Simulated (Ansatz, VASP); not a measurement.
# One calculation of Ru, two programs

File INCAR:

```
  ALGO = Normal
  EDIFF = 1E-7
  ENCUT = 520
  GGA = RE
  ISIF = 2
  ISMEAR = -1
  LASPH = True
  LCHARG = True
  LELF = True
  LREAL = False
  LVHAR = True
  LWAVE = False
  NBANDS = 36
  NELM = 100
  PREC = Accurate
  SIGMA = 0.1
```

File KPOINTS:

```
k-points
0
Gamma
  15 15 4
```

Contents of POSCAR:

```
Ru
1.0
    2.8242749632      0.0000000000      0.0000000000
   -1.4121374816      2.4458938654      0.0000000000
    0.0000000000      0.0000000000      9.0668413020
Ru
4
Direct
    0.0000000000      0.0000000000      0.0000000000
    0.0000000000      1.0000000000      0.5000000000
    0.3333333333      0.6666666667      0.2500000000
    0.6666666667      0.3333333333      0.7500000000
```

Input for Ansatz:

```yaml
crystal:
  lattice:
    - [2.8242749632, 0.0, 0.0]
    - [-1.4121374816, 2.4458938654, 0.0]
    - [0.0, 0.0, 9.066841302]
  atoms:
    - { symbol: Ru, position: [0.0, 0.0, 0.0] }
    - { symbol: Ru, position: [0.0, 1.0, 0.5] }
    - { symbol: Ru, position: [0.3333333333, 0.6666666667, 0.25] }
    - { symbol: Ru, position: [0.6666666667, 0.3333333333, 0.75] }
hamiltonian:
  xc: revpbe
  pseudopotentials:
    kind: paw
    azcp:
      Ru: "pseudopotentials/Ru.paw.azcp"
basis:
  ecutwfc: 420
  fft_grid_basis: typed
kpoints:
  mp_grid: { grid: [15, 15, 4], shift: [0, 0, 0] }
magnetization:
  spin_polarized: false
scf:
  occupations: { method: fermi_dirac, width: 0.1 }
  lower_state_search: "off"
output:
  stress: true
  write_density: true
  write_potential: true
  elf: true
  volumetric_format: npy
```

Alike in both runs: task single point; functional revPBE; k mesh 15 × 15 × 4; occupations fermi-dirac, width 0.1 eV; no spin polarisation.

|  | VASP | Ansatz |
| --- | --- | --- |
| version | VASP 6.6.1 | Ansatz 0.2.0 |
| potentials or method | VASP PAW PBE potentials, release 64 (Ru_pv), cutoff 520 eV | plane waves (420 eV) with PAW, scalar-relativistic |
| valence electrons in the cell | 56 | 64 |

```tsv
	VASP	Ansatz	Ansatz less VASP
pressure (GPa)	-25.4	-25.3	+0.07
traceless stress, the component that is largest in VASP (GPa)	-0.09	-0.08	+0.006
```

VASP's potentials were made for PBE, not for revPBE. The functional is the same, so the differences come from potentials, cutoffs and numerics. VASP's potentials hold 56 valence electrons a cell and Ansatz's 64, so a difference there can come from the potentials and not from the codes.
